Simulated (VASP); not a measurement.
# Si (P2/c) in VASP: single point with LDA

Aim: the single point of Si with LDA.

Everything below comes from runs of VASP 6.6.1. Logs are shortened: lines on timing, memory, paths and dates and some standing lists are left out, and cuts for length are marked.

## 1. The cell of the first run

Symmetry: P2/c, No. 13, monoclinic system. The conventional cell has a = 2.611 Å, b = 14.477 Å, c = 3.613 Å, α = 90.00°, β = 111.18°, γ = 90.00°. Si (site symmetry 2) has 8 Si at 2.47 to 3.24 Å within 3.3 Å. Within 3.3 Å of Si (site symmetry 2) lie 10 Si at 2.47 to 3.08 Å. Within 3.3 Å of Si (site symmetry 2) lie 10 Si at 2.47 to 3.08 Å. Si (site symmetry 2) has 10 Si at 2.47 to 3.08 Å within 3.3 Å.

## 2. Single point, LDA (the distance across one plane changed)

INCAR

```
SYSTEM = Si
  ALGO = Fast
  EDIFF = 1E-6
  ENCUT = 520
  GGA = CA
  ISIF = 2
  ISMEAR = 0
  LASPH = .True.
  LCHARG = .True.
  LELF = .True.
  LREAL = .False.
  LVHAR = .True.
  LWAVE = .False.
  NBANDS = 26
  NELM = 80
  PREC = Accurate
  SIGMA = 0.15
```

KPOINTS

```
k-points
0
Gamma
  24 17 5
  0 0 0
```

POSCAR

```
Si
1.0
    0.0000000000      0.0000000000     -2.6105984716
   -2.3824154513     -2.3824154513     -1.3052992358
  -10.2367685866     10.2367685866      0.0000000000
Si
8
Direct
    0.5000000000      0.5000000000      0.0581828003
    0.0000000000      0.5000000000      0.7563764045
    0.5000000000      0.5000000000      0.5236452031
    0.0000000000      0.5000000000      0.2909140017
    0.0000000000      1.0000000000      0.1745484010
    0.5000000000      1.0000000000      0.8727420052
    0.0000000000      1.0000000000      0.6400108038
    0.5000000000      1.0000000000      0.4072796024
```

Potentials or basis: VASP PAW LDA potentials, release 64 (Si).

On the command line:

```console
cat potpaw_LDA.64/Si/POTCAR > POTCAR
mpirun -np 1 vasp_std > vasp.out
```

OUTCAR:

```text
SYSTEM = Si
   EDIFF = 1E-6
   ENCUT = 520
   GGA = CA
   ISIF = 2
   ISMEAR = 0
   LASPH = .True.
   LREAL = .False.
   NELM = 80
   PREC = Accurate

 ion  position               nearest neighbor table
   1  0.500  0.500  0.058-   5 2.47   5 2.47   5 3.08   5 3.08
   2  0.000  0.500  0.756-   7 2.47   6 2.47   7 2.47   6 2.47   7 3.08   6 3.08   7 3.08   6 3.08

   3  0.500  0.500  0.524-   8 2.47   7 2.47   8 2.47   7 2.47   8 3.08   7 3.08   8 3.08   7 3.08

   4  0.000  0.500  0.291-   5 2.47   5 2.47   8 2.47   8 2.47   8 3.08   5 3.08   5 3.08   8 3.08

   5  0.000  0.000  0.175-   4 2.47   1 2.47   4 2.47   1 2.47   4 3.08   1 3.08   4 3.08   1 3.08

   6  0.500  0.000  0.873-   2 2.47   2 2.47   2 3.08   2 3.08
   7  0.000  0.000  0.640-   2 2.47   2 2.47   3 2.47   3 2.47   3 3.08   2 3.08   2 3.08   3 3.08

   8  0.500  0.000  0.407-   3 2.47   3 2.47   4 2.47   4 2.47   4 3.08   3 3.08   3 3.08   4 3.08

  LATTYP: Found a base centered orthorhombic cell.
 ALAT       =     2.6105984716
 B/A-ratio  =     2.5812044856
 C/A-ratio  =     5.5454628996

  Lattice vectors:

 A1 = (   2.3824154513,   2.3824154513,  -1.3052992358)
 A2 = (  -2.3824154513,  -2.3824154513,  -1.3052992358)
 A3 = ( -10.2367685866,  10.2367685866,   0.0000000000)

Analysis of symmetry for initial positions (statically):
=====================================================================
 Subroutine PRICEL returns:
 Original cell was already a primitive cell.

 Routine SETGRP: Setting up the symmetry group for a
 base centered orthorhombic supercell.

 Subroutine GETGRP returns: Found  4 space group operations
 (whereof  2 operations were pure point group operations)
 out of a pool of  8 trial point group operations.

The static configuration has the point symmetry C_2 .
 The point group associated with its full space group is C_2h.

Analysis of symmetry for dynamics (positions and initial velocities):
=====================================================================
 Subroutine PRICEL returns:
 Original cell was already a primitive cell.

 Routine SETGRP: Setting up the symmetry group for a
 base centered orthorhombic supercell.

 Subroutine GETGRP returns: Found  4 space group operations
 (whereof  2 operations were pure point group operations)
 out of a pool of  8 trial point group operations.

The dynamic configuration has the point symmetry C_2 .
 The point group associated with its full space group is C_2h.

 Subroutine INISYM returns: Found  4 space group operations
 (whereof  2 operations are pure point group operations),
 and found     1 'primitive' translations

----------------------------------------------------------------------------------------

                                     Primitive cell

  volume of cell :     127.3358

  direct lattice vectors                    reciprocal lattice vectors
     0.000000000  0.000000000 -2.610598472     0.104935518  0.104935518 -0.383053928
    -2.382415451 -2.382415451 -1.305299236    -0.209871036 -0.209871036  0.000000000
   -10.236768587 10.236768587  0.000000000    -0.048843538  0.048843538  0.000000000

  length of vectors
     2.610598472  3.613255161 14.476976970     0.410795859  0.296802466  0.069075195

  position of ions in fractional coordinates (direct lattice)
     0.500000000  0.500000000  0.058182800
     0.000000000  0.500000000  0.756376405
     0.500000000  0.500000000  0.523645203
     0.000000000  0.500000000  0.290914002
     0.000000000  0.000000000  0.174548401
     0.500000000  0.000000000  0.872742005
     0.000000000  0.000000000  0.640010804
     0.500000000  0.000000000  0.407279602

  ion indices of the primitive-cell ions
   primitive index   ion index
                 1           1
                 2           2
                 3           3
                 4           4
                 5           5
                 6           6
                 7           7
                 8           8

[... 29 lines left out ...]
|                                                                             |
|     Your reciprocal lattice and k-lattice belong to different lattice       |
|     classes:                                                                |
|                                                                             |
|        The reciprocal lattice is base centered orthorhombic,                |
|        whereas your k-lattice is simple monoclinic.                         |
|                                                                             |
|     Results are often still useful ...                                      |
|                                                                             |
 -----------------------------------------------------------------------------

 WARNING: IBZKPT: internal override: KBLOWUP is changed to .FALSE.
      ... skipping the blow-up phase ...

 Subroutine IBZKPT returns following result:
 ===========================================

 Found    615 irreducible k-points:

 Following reciprocal coordinates:
            Coordinates               Weight
  0.000000  0.000000  0.000000      1.000000
  0.041667  0.000000  0.000000      2.000000
  0.083333  0.000000  0.000000      2.000000
  0.125000  0.000000  0.000000      2.000000
  0.166667  0.000000  0.000000      2.000000
  0.208333  0.000000  0.000000      2.000000
[... 16 lines left out ...]
  0.375000  0.058824  0.000000      2.000000
  0.416667  0.058824  0.000000      2.000000
 [... further k-points ...]
   k-points           NKPTS =    615   k-points in BZ     NKDIM =    615   number of bands    NBANDS=     26
   number of dos      NEDOS =    301   number of ions     NIONS =      8
   total plane-waves  NPLWV =  60480
   dimension x,y,z NGX =    20 NGY =   28 NGZ =  108
   dimension x,y,z NGXF=    40 NGYF=   56 NGZF=  216
   ions per type =               8
   NGX,Y,Z   is equivalent  to a cutoff of  12.74, 12.88, 12.40 a.u.
   NGXF,Y,Z  is equivalent  to a cutoff of  25.47, 25.77, 24.80 a.u.
 SYSTEM =  Si
   PREC   = accura    normal or accurate (medium, high low for compatibility)
   ISTART =      0    job   : 0-new  1-cont  2-samecut
   ICHARG =      2    charge: 1-file 2-atom 10-const
   ISPIN  =      1    spin polarized calculation?
   LNONCOLLINEAR =      F non collinear calculations
   LSORBIT =      F    spin-orbit coupling
   LASPH  =      T    aspherical Exc in radial PAW
   ENCUT  =  520.0 eV  38.22 Ry    6.18 a.u.   4.85  6.72 26.92*2*pi/ulx,y,z
   NELM   =     80;   NELMIN=  2; NELMDL= -5     # of ELM steps
   EDIFF  = 0.1E-05   stopping-criterion for ELM
   LREAL  =      F    real-space projection
   EDIFFG = 0.1E-04   stopping-criterion for IOM
   NSW    =      0    number of steps for IOM
   IBRION =     -1    ionic relax: 0-MD 1-quasi-New 2-CG
   NFREE  =      0    steps in history (QN), initial steepest desc. (CG)
   ISIF   =      2    stress and relaxation
   ISYM   =      2    0-nonsym 1-usesym 2-fastsym
   POTIM  = 0.5000    time-step for ionic-motion
   TEBEG  =    0.0;   TEEND  =   0.0 temperature during run
   PSTRESS=    0.0 pullay stress
   NELECT =      32.0000    total number of electrons
   NUPDOWN=      -1.0000    fix difference up-down
   EMIN   =  10.00;   EMAX   =-10.00  energy-range for DOS
   EFERMI =   0.00;   METHOD = LEGACY
   ISMEAR =     0;   SIGMA  =   0.15  broadening in eV -4-tet -1-fermi 0-gaus
   EFERMI_NEDOS =   21; number of points for ismear=-14 and -15
   IALGO  =     68    algorithm
   IMIX   =      4    mixing-type and parameters
     AMIX     =   0.40;   BMIX     =  1.00
     AMIX_MAG =   1.60;   BMIX_MAG =  1.00
  volume/ion in A,a.u.               =      15.92       107.41
  Fermi-wavevector in a.u.,A,eV,Ry     =   1.033098  1.952271 14.521370  1.067291
  Thomas-Fermi vector in A             =   2.167328
   LORBIT       =      0    0 simple, 1 ext, 2 COOP (PROOUT), +10 PAW based schemes
   GGA     = CA    functional components
   LHFCALC =     F    Hartree Fock is set to
   AEXX    =    0.0000 exact exchange contribution
   IVDW    =     0    specifies the selected vdW correction
   LEPSILON=     F    determine dielectric tensor
   LRPA    =     F    only Hartree local field effects (RPA)
 non-spin polarized calculation
 RMM-DIIS sequential band-by-band and
 Gauss-broadening in eV      SIGMA  =   0.15
  energy-cutoff  :      520.00
  volume of cell :      127.34
 maximum number of plane-waves:      3459
   NGX =  9   NGY = 13   NGZ = 53

 number of electron      31.9999998 magnetization

 Free energy of the ion-electron system (eV)
  ---------------------------------------------------
  ext. energy  EPLUGINS =         0.00000000
  ---------------------------------------------------
  free energy    TOTEN  =       -45.16048370 eV

  energy without entropy =      -45.12634577  energy(sigma->0) =      -45.14341474

 E-fermi :   8.5236     XC(G=0): -10.7734

 val. band max:        8.5232534837   @ k =   0.2500   0.1176   0.2000
 cond. band min:       8.5241216363   @ k =   0.2083   0.4118   0.4000
 fundamental gap:      0.0008681525
 Fermi energy:         8.5236270319

 k-point     1 :       0.0000    0.0000    0.0000
  band No.  band energies     occupation
      1      -5.2419      2.00000
      2      -4.6576      2.00000
      3      -3.9177      2.00000
      4      -2.4881      2.00000
      5      -1.5080      2.00000
      6       0.9689      2.00000
[... 685 lines left out ...]
     25      11.3460      0.00000
     26      11.8404      0.00000

 [... further k-points ...]

------------------------ aborting loop because EDIFF is reached ----------------------------------------

  FORCE on cell =-STRESS in cart. coord.  units (eV):
  Direction    XX          YY          ZZ          XY          YZ          ZX
  --------------------------------------------------------------------------------------
  -------------------------------------------------------------------------------------
  Total       -2.2703863     -2.2703863     -2.4989566      0.9396220      0.1998519      0.1998519
  in kB      -28.5666871    -28.5666871    -31.4426275     11.8226079      2.5145974      2.5145974
  external PRESSURE =     -29.5253339 kB  Pullay stress =       0.0000000 kB

 VOLUME and BASIS-vectors are now :
 -----------------------------------------------------------------------------
  energy-cutoff  :      520.00
  volume of cell :      127.34
      direct lattice vectors                 reciprocal lattice vectors
     0.000000000  0.000000000 -2.610598472     0.104935518  0.104935518 -0.383053928
    -2.382415451 -2.382415451 -1.305299236    -0.209871036 -0.209871036  0.000000000
   -10.236768587 10.236768587  0.000000000    -0.048843538  0.048843538  0.000000000

 POSITION                                       TOTAL-FORCE (eV/Angst)
 -----------------------------------------------------------------------------------
     -1.78681     -0.59560     -1.95795         0.323028     -0.323028     -0.000000
     -8.93406      6.55164     -0.65265        -0.311131      0.311131     -0.000000
     -6.55164      4.16923     -1.95795         0.026215     -0.026215     -0.000000
     -4.16923      1.78681     -0.65265         0.009703     -0.009703      0.000000
     -1.78681      1.78681      0.00000         0.311131     -0.311131      0.000000
     -8.93406      8.93406     -1.30530        -0.323028      0.323028     -0.000000
     -6.55164      6.55164      0.00000        -0.009703      0.009703      0.000000
     -4.16923      4.16923     -1.30530        -0.026215      0.026215      0.000000
 -----------------------------------------------------------------------------------
    total drift:                                0.000001     -0.000001     -0.000000

  FREE ENERGIE OF THE ION-ELECTRON SYSTEM (eV)
  ---------------------------------------------------
  free  energy   TOTEN  =       -45.1604837016 eV

  energy  without entropy=      -45.1263457705  energy(sigma->0) =      -45.14341474
```

Run time: 37 min. Hardware: 1 thread of Oxide Virtual Turin-like, shared host; peak memory 1.2 GiB.

What came out:

```yaml
Free_energy: -45.1605 eV
Pressure: -3.0 GPa
Largest_force: 0.457 eV/Å
Band_gap_on_the_k_mesh: zero (bands 16 and 17 overlap by 3.79 eV)
```

Forces on the atoms (eV/Å):
```
Si   0.323 -0.323  0.000
Si  -0.311  0.311  0.000
Si   0.026 -0.026  0.000
Si   0.010 -0.010  0.000
Si   0.311 -0.311  0.000
Si  -0.323  0.323  0.000
Si  -0.010  0.010  0.000
Si  -0.026  0.026  0.000
```

Caveat: the cell differs from its parent crystal (the distance across one plane changed).
